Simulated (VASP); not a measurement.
# Ti (P6/mmm) in VASP: notebook, part 2 of 3

VASP 6.6.1. The steps go on from the part before.

### 4 Relaxation of cell and atoms, LDA

This run uses another cell than the first one, of 15.84 Å³/atom.

The input, INCAR:

```
SYSTEM = Ti
PREC = Accurate ; ENCUT = 600
EDIFF = 1E-6 ; ISMEAR = -1
SIGMA = 0.15 ; LREAL = .False.
LASPH = .True. ; NELM = 100
ALGO = Fast ; ISIF = 3
LWAVE = .False. ; LCHARG = .False.
IBRION = 2 ; NSW = 80
EDIFFG = -0.001
```

The input, KPOINTS:

```
Automatic mesh
0
Gamma
  12 12 14
  0 0 0
```

The input, POSCAR:

```
Ti
1.0
    4.4508280098      0.0000000028      0.0000000000
   -2.2254140073      3.8545301230      0.0000000000
    0.0000000000      0.0000000000      2.7705507101
Ti
3
Direct
    0.0000000000      0.0000000000      0.0000000000
    0.3333333333      0.6666666667      0.5000000000
    0.6666666667      0.3333333333      0.5000000000
```

Potentials or basis: VASP PAW LDA potentials, release 64 (Ti_sv).

Launch:

```bash
cat potpaw_LDA.64/Ti_sv/POTCAR > POTCAR
mpirun -np 1 vasp_std > vasp.out
```

OUTCAR:

```text
SYSTEM = Ti
   PREC = Accurate
   ENCUT = 600
   EDIFF = 1E-6
   ISMEAR = -1
   LREAL = .False.
   LASPH = .True.
   NELM = 100
   ISIF = 3
   IBRION = 2
   NSW = 80
   EDIFFG = -0.001

 ion  position               nearest neighbor table
   1  0.000  0.000  0.000-   2 2.92   3 2.92   2 2.92   3 2.92   3 2.92   3 2.92   2 2.92   2 2.92
                             3 2.92   3 2.92   2 2.92   2 2.92
   2  0.333  0.667  0.500-   3 2.57   3 2.57   3 2.57   1 2.92   1 2.92   1 2.92   1 2.92   1 2.92
                             1 2.92
   3  0.667  0.333  0.500-   2 2.57   2 2.57   2 2.57   1 2.92   1 2.92   1 2.92   1 2.92   1 2.92
                             1 2.92

  LATTYP: Found a hexagonal cell.
 ALAT       =     4.4508280098
 C/A-ratio  =     0.6224798406

  Lattice vectors:

 A1 = (   4.4508280098,   0.0000000028,   0.0000000000)
 A2 = (  -2.2254140073,   3.8545301230,   0.0000000000)
 A3 = (   0.0000000000,   0.0000000000,   2.7705507101)

Analysis of symmetry for initial positions (statically):
=====================================================================
 Subroutine PRICEL returns:
 Original cell was already a primitive cell.

 Routine SETGRP: Setting up the symmetry group for a
 hexagonal supercell.

 Subroutine GETGRP returns: Found 24 space group operations
 (whereof 24 operations were pure point group operations)
 out of a pool of 24 trial point group operations.

The static configuration has the point symmetry D_6h.

Analysis of symmetry for dynamics (positions and initial velocities):
=====================================================================
 Subroutine PRICEL returns:
 Original cell was already a primitive cell.

 Routine SETGRP: Setting up the symmetry group for a
 hexagonal supercell.

[... 146 lines left out ...]
--------------------------------------- Ionic step        1  -------------------------------------------

 number of electron      36.0000005 magnetization

 Free energy of the ion-electron system (eV)
  ---------------------------------------------------
  ext. energy  EPLUGINS =         0.00000000
  ---------------------------------------------------
  free energy    TOTEN  =       -25.83183852 eV

  energy without entropy =      -25.58711647  energy(sigma->0) =      -25.70947750

------------------------ aborting loop because EDIFF is reached ----------------------------------------

  FORCE on cell =-STRESS in cart. coord.  units (eV):
  Direction    XX          YY          ZZ          XY          YZ          ZX
  --------------------------------------------------------------------------------------
  -------------------------------------------------------------------------------------
  Total        0.0536579      0.0536579     -0.1209912      0.0000000      0.0000000      0.0000000
  in kB        1.8086967      1.8086967     -4.0783634      0.0000000      0.0000000      0.0000000
  external PRESSURE =      -0.1536567 kB  Pullay stress =       0.0000000 kB
[... 92 lines left out ...]
  FREE ENERGIE OF THE ION-ELECTRON SYSTEM (eV)
  ---------------------------------------------------
  free  energy   TOTEN  =       -25.8320922952 eV

  energy  without entropy=      -25.5860001379  energy(sigma->0) =      -25.70904622

[... ionic steps 4 to 33 ...]

--------------------------------------- Ionic step       34  -------------------------------------------

 number of electron      36.0000008 magnetization

------------------------ aborting loop because EDIFF is reached ----------------------------------------
[... 69 lines left out ...]
--------------------------------------- Ionic step       36  -------------------------------------------

 number of electron      36.0000008 magnetization

 Free energy of the ion-electron system (eV)
  ---------------------------------------------------
  ext. energy  EPLUGINS =         0.00000000
  ---------------------------------------------------
  free energy    TOTEN  =       -25.83218478 eV

  energy without entropy =      -25.58530310  energy(sigma->0) =      -25.70874394

 E-fermi :   8.9260     XC(G=0): -12.2195

 val. band max:        8.9212127027   @ k =   0.3333   0.3333   0.2143
 cond. band min:       8.9267929969   @ k =   0.2500   0.2500   0.0714
 fundamental gap:      0.0055802942
 Fermi energy:         8.9259878432

 k-point     1 :       0.0000    0.0000    0.0000
  band No.  band energies     occupation
      1     -47.0500      2.00000
      2     -46.8257      2.00000
      3     -46.6180      2.00000
      4     -23.7719      2.00000
      5     -23.7719      2.00000
      6     -23.7695      2.00000
[... 589 lines left out ...]
     21       9.7033      0.01117
     22      10.1666      0.00051

 [... further k-points ...]

------------------------ aborting loop because EDIFF is reached ----------------------------------------

  FORCE on cell =-STRESS in cart. coord.  units (eV):
  Direction    XX          YY          ZZ          XY          YZ          ZX
  --------------------------------------------------------------------------------------
  -------------------------------------------------------------------------------------
  Total        0.0018716      0.0018716     -0.0019676      0.0000000      0.0000000     -0.0000000
  in kB        0.0629628      0.0629628     -0.0661916      0.0000000      0.0000000     -0.0000000
  external PRESSURE =       0.0199113 kB  Pullay stress =       0.0000000 kB
[... 18 lines left out ...]
  FREE ENERGIE OF THE ION-ELECTRON SYSTEM (eV)
  ---------------------------------------------------
  free  energy   TOTEN  =       -25.8321847808 eV

  energy  without entropy=      -25.5853030969  energy(sigma->0) =      -25.70874394

 reached required accuracy - stopping structural energy minimisation
```

OSZICAR:

```text
N       E                     dE             d eps       ncg     rms          rms(c)
DAV:   1     0.446447018461E+03    0.44645E+03   -0.20754E+04  6688   0.226E+03
DAV:   2     0.235376062536E+02   -0.42291E+03   -0.41836E+03  6706   0.601E+02
[... 258 lines left out ...]
DAV:   1    -0.258321850326E+02   -0.61212E-06   -0.28105E-05  7116   0.709E-02    0.627E-03
RMM:   2    -0.258321846423E+02    0.39028E-06   -0.27830E-06  5909   0.173E-02
  35 F= -.25832185E+02 E0= -.25708740E+02  d E =-.150644E-05
       N       E                     dE             d eps       ncg     rms          rms(c)
DAV:   1    -0.258321846898E+02    0.34277E-06   -0.88151E-06  7120   0.456E-02    0.515E-03
RMM:   2    -0.258321847808E+02   -0.90983E-07   -0.36385E-06  6363   0.174E-02
  36 F= -.25832185E+02 E0= -.25708744E+02  d E =-.164493E-05
```

Wall time 20 min (1 thread of Intel Xeon 6975P-C (Granite Rapids), shared host); peak memory 0.29 GiB.

Results:

```
Free energy                           : -25.8322 eV
Relaxed volume                        : 15.88 Å³/atom
Relaxed cell                          : a = 4.459 Å, b = 4.459 Å, c = 2.766 Å, α = 90.00°, β = 90.00°, γ = 120.00°
Space group after relaxing (to 0.1 Å) : P6/mmm (No. 191)
Energy gained by relaxing             : 0.1 meV/atom
Ionic steps                           : 36
Pressure after relaxing               : 0.0 GPa
Band gap on the k mesh                : zero (bands 18 and 19 overlap by 0.36 eV)
```

Step by step:
```
step  energy change (eV)  largest force (eV/Å)  pressure (GPa)  volume (Å³)
   1              0.0000                0.0000           -0.02        47.53
   2             -0.0002                0.0000            0.27        47.52
   3             -0.0003                0.0000            0.26        47.52
   4             -0.0003                0.0000            0.27        47.52
   5             -0.0003                0.0000            0.07        47.62
   6             -0.0003                0.0000            0.05        47.59
   7             -0.0003                0.0000            0.06        47.58
   8             -0.0003                0.0000            0.14        47.58
   9             -0.0003                0.0000            0.08        47.58
  10             -0.0003                0.0000            0.09        47.60
  11             -0.0003                0.0000           -0.02        47.62
  12             -0.0003                0.0000            0.03        47.61
  13             -0.0003                0.0000            0.03        47.61
  14             -0.0003                0.0000            0.06        47.61
  15             -0.0003                0.0000           -0.01        47.64
  16             -0.0003                0.0000           -0.02        47.64
  17             -0.0003                0.0000           -0.02        47.64
  18             -0.0003                0.0000            0.00        47.63
  19             -0.0003                0.0000           -0.02        47.63
  20             -0.0003                0.0000           -0.04        47.63
  21             -0.0003                0.0000            0.03        47.61
  22             -0.0003                0.0000            0.04        47.61
  23             -0.0003                0.0000            0.01        47.62
  24             -0.0003                0.0000            0.02        47.62
  25             -0.0003                0.0000            0.00        47.62
  26             -0.0003                0.0000            0.01        47.62
  27             -0.0003                0.0000            0.01        47.62
  28             -0.0003                0.0000            0.01        47.62
  29             -0.0003                0.0000            0.01        47.62
  30             -0.0003                0.0000            0.01        47.63
  31             -0.0003                0.0000           -0.01        47.63
  32             -0.0003                0.0000            0.02        47.62
  33             -0.0003                0.0000           -0.01        47.62
  34             -0.0003                0.0000           -0.01        47.62
  35             -0.0003                0.0000            0.00        47.63
  36             -0.0003                0.0000            0.00        47.63
```

Final structure:
```yaml
crystal:
  lattice:
    - [4.45915, 0.00000, 0.00000]
    - [-2.22957, 3.86173, 0.00000]
    - [0.00000, 0.00000, 2.76572]
  atoms:
    - { symbol: Ti, position: [0.00000, 0.00000, 0.00000] }
    - { symbol: Ti, position: [0.33333, 0.66667, 0.50000] }
    - { symbol: Ti, position: [0.66667, 0.33333, 0.50000] }
```

Levels at points of the mesh, in eV from the Fermi level:
```tsv
k point	band 14	band 15	band 16	band 17	band 18	band 19	band 20	band 21	band 22
(0.00, 0.00, 0.00)	-2.13	-0.65	-0.65	-0.55	-0.55	0.01	0.74	1.40	1.40
(0.50, 0.00, 0.00)	-3.47	-2.77	-0.47	-0.45	-0.39	0.08	0.61	1.08	1.52
(0.00, 0.00, 0.50)	-2.31	-2.13	-1.75	-1.75	-1.60	1.14	1.14	1.37	1.37
(0.50, 0.00, 0.50)	-2.17	-1.85	-1.27	-0.66	-0.61	0.37	0.91	1.18	1.23
```

[end of part 2 of 3]
